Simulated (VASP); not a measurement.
The system is CaTb2F2.

```
Ca Tb F
1.0
     0.00000    2.68148    6.43848
     2.66827    0.00000    6.43848
     2.66827    2.68148    0.00000
Ca Tb F
1 2 2
Direct
  0.50000 0.50000 0.50000
  0.25000 0.25000 0.25000
  0.75000 0.75000 0.75000
  0.14280 0.14280 0.85720
  0.85720 0.85720 0.14280
```

The cell was generated, and may not be a known phase.

| Quantity | Value |
| --- | --- |
| Program | VASP 6.6.1 |
| Task | relaxation of cell and atoms |
| Functional | PBE |
| Potentials or basis | VASP PAW PBE potentials, release 64 (Ca_sv, Tb_3, F), 4f in core |
| Cutoff | 600 eV |
| k mesh | 5 × 5 × 5 |
| Occupations | gaussian, width 0.2 eV |
| Spin | no spin polarisation |

At the start: pressure 24.8 GPa; volume 18.43 Å³/atom.

Question: How do energy, volume and symmetry change on relaxing?

Answer: Over 28 steps the energy falls by 616.7 meV/atom and the volume is 28.46 Å³/atom (+54.4 %); space group I4/mmm (No. 139, to 0.1 Å) before and after.

Step by step:
| step | energy change (eV) | largest force (eV/Å) | pressure (GPa) | volume (Å³) |
| --- | --- | --- | --- | --- |
| 1 | 0.0000 | 1.6282 | 24.83 | 92.13 |
| 2 | -2.1983 | 0.5574 | -3.34 | 135.31 |
| 3 | -2.3014 | 0.3296 | 0.03 | 124.30 |
| 4 | -2.3036 | 0.3686 | -0.53 | 125.87 |
| 5 | -2.3672 | 0.3194 | -0.38 | 125.05 |
| 6 | -2.4110 | 0.2781 | -0.03 | 123.66 |
| 7 | -2.4123 | 0.2758 | 0.06 | 123.35 |
| 8 | -2.4234 | 0.2729 | 0.19 | 123.48 |
| 9 | -2.4566 | 0.2743 | 0.61 | 123.88 |
| 10 | -2.5285 | 0.3235 | 1.47 | 124.67 |
| 11 | -2.7115 | 0.4069 | 3.41 | 126.26 |
| 12 | -2.5919 | 0.9452 | 8.34 | 129.40 |
| 13 | -2.8145 | 0.1780 | 4.79 | 127.23 |
| 14 | -2.8222 | 0.1530 | 5.82 | 127.93 |
| 15 | -2.8274 | 0.0091 | 5.39 | 127.65 |
| 16 | -2.8284 | 0.0140 | 5.39 | 127.69 |
| 17 | -2.8315 | 0.0287 | 5.40 | 127.80 |
| 18 | -2.8371 | 0.0588 | 5.42 | 128.03 |
| 19 | -2.8465 | 0.1207 | 5.46 | 128.48 |
| 20 | -2.8573 | 0.2517 | 5.54 | 129.39 |
| 21 | -2.8456 | 0.5186 | 5.72 | 131.22 |
| 22 | -2.8583 | 0.3200 | 5.59 | 129.85 |
| 23 | -2.8724 | 0.3091 | 5.39 | 130.21 |
| 24 | -2.9117 | 0.2775 | 4.80 | 131.32 |
| 25 | -2.9776 | 0.2189 | 3.66 | 133.54 |
| 26 | -3.0608 | 0.1154 | 1.60 | 138.07 |
| 27 | -3.0498 | 0.0412 | -1.84 | 147.39 |
| 28 | -3.0837 | 0.0363 | -0.08 | 142.28 |

Final structure:
```xyz
5
Lattice="0.0000 3.2597 6.7656 3.2258 0.0000 6.7656 3.2258 3.2597 0.0000" Properties=species:S:1:pos:R:3 pbc="T T T"
Ca    3.2258    3.2597    6.7656
Tb    1.6129    1.6299    3.3828
Tb    4.8387    4.8896   10.1483
F     3.2258    3.2597    2.7376
F     3.2258    3.2597   10.7935
```

Caveat: the volume moved by over 15 % at a fixed basis, so the end points are rough; the run has no spin polarisation, though such a crystal can be magnetic; the relaxation stopped at a loose force limit of 0.08 eV/Å, so its end isn't a converged minimum.
